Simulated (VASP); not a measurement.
Set up this calculation in VASP 6.6.1, as the native input.

```yaml
Task: single point
Functional: PBE
Potentials_or_basis: VASP PAW PBE potentials, release 64 (K_sv, Sr_sv, Ag)
Cutoff: 520 eV
k_mesh: 6 × 6 × 6
Occupations: gaussian, width 0.01 eV
Spin: no spin polarisation
Dipole_correction: no
Further_INCAR_settings: ALGO = Normal; EDIFF = 1e-07; NBANDS = 44
```

The structure of K3SrAg3 lies in POSCAR:

```
K3SrAg3
1.0
    7.4569569657      0.0000000000      0.0000000000
    0.0000000000      7.4569569657      0.0000000000
    0.0000000000      0.0000000000      7.4569569657
K Sr Ag
3 1 3
Direct
    0.0000000000      0.5000000000      0.5000000000
    0.5000000000      0.5000000000      0.0000000000
    0.5000000000      0.0000000000      0.5000000000
    0.5000000000      0.5000000000      0.5000000000
    0.0000000000      0.5000000000      0.0000000000
    0.5000000000      0.0000000000      0.0000000000
    0.0000000000      0.0000000000      0.5000000000
```

The cell was generated, and may not be a known phase.

The input as run:

INCAR

```
  PREC = Accurate
  ENCUT = 520
  EDIFF = 1E-7
  ISMEAR = 0
  SIGMA = 0.01
  LREAL = False
  LASPH = True
  NELM = 100
  ALGO = Normal
  ISIF = 2
  LWAVE = False
  LCHARG = True
  GGA = PE
  LELF = True
  LVHAR = True
  NBANDS = 44
```

KPOINTS

```
Automatic mesh
0
Gamma
  6 6 6
```

Potentials or basis: VASP PAW PBE potentials, release 64 (K_sv, Sr_sv, Ag).

Run with:

```bash
$ cat potpaw_PBE.64/K_sv/POTCAR potpaw_PBE.64/Sr_sv/POTCAR potpaw_PBE.64/Ag/POTCAR > POTCAR
$ mpirun -np 1 vasp_std > vasp.out
```

Results of the run:

```
Pressure : 0.0 GPa
```

Run time: 14 min on 1 thread of Intel Xeon 8259CL, on a shared host, peak memory 0.63 GiB.
